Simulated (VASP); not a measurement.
# HfTe4: single point with PBE

The system is HfTe4.

```
Hf Te
1.0
     5.39681    0.00000    0.00000
     0.00000    5.39681    0.00000
     0.00000    0.00000    5.39681
Hf Te
1 4
Cartesian
  0.0000 0.0000 0.0000
  0.0000 2.6984 2.6984
  2.6984 0.0000 2.6984
  2.6984 2.6984 0.0000
  2.6984 2.6984 2.6984
```

- Program: VASP 6.6.1
- Task: single point
- Functional: PBE
- Potentials or basis: VASP PAW PBE potentials, release 64 (Hf_pv, Te)
- Cutoff: 500 eV
- k mesh: 4 × 4 × 4
- Occupations: gaussian, width 0.1 eV
- Spin: no spin polarisation
- Dipole correction: no
- Further INCAR settings: ALGO = Normal; EDIFF = 1e-06; NBANDS = 25

* Pressure: 7.3 GPa
* Band gap on the k mesh: zero (band 17 reaches 6.50 eV, above the bottom of band 18 at 5.85 eV)

Levels at points of the mesh, in eV from the Fermi level:
| k point | band 14 | band 15 | band 16 | band 17 | band 18 | band 19 | band 20 | band 21 |
| --- | --- | --- | --- | --- | --- | --- | --- | --- |
| (0.00, 0.00, 0.00) | -1.31 | -1.31 | -1.31 | -0.96 | -0.04 | -0.04 | 0.03 | 0.03 |
| (0.50, 0.00, 0.00) | -1.78 | -1.78 | -1.38 | -0.74 | 0.15 | 0.60 | 1.38 | 1.44 |
| (0.50, 0.50, 0.00) | -1.55 | -0.69 | -0.69 | -0.41 | -0.31 | -0.11 | 1.32 | 1.37 |
| (0.50, 0.50, 0.50) | -0.99 | -0.99 | -0.99 | 0.35 | 0.35 | 0.35 | 0.39 | 0.39 |

It took 31 s on 1 thread of Intel(R) Xeon(R) 6975P-C (Granite Rapids) (shared host), peak memory 0.24 GiB.

Caveat: spin-orbit coupling is left out, which moves the levels of the heavy elements.
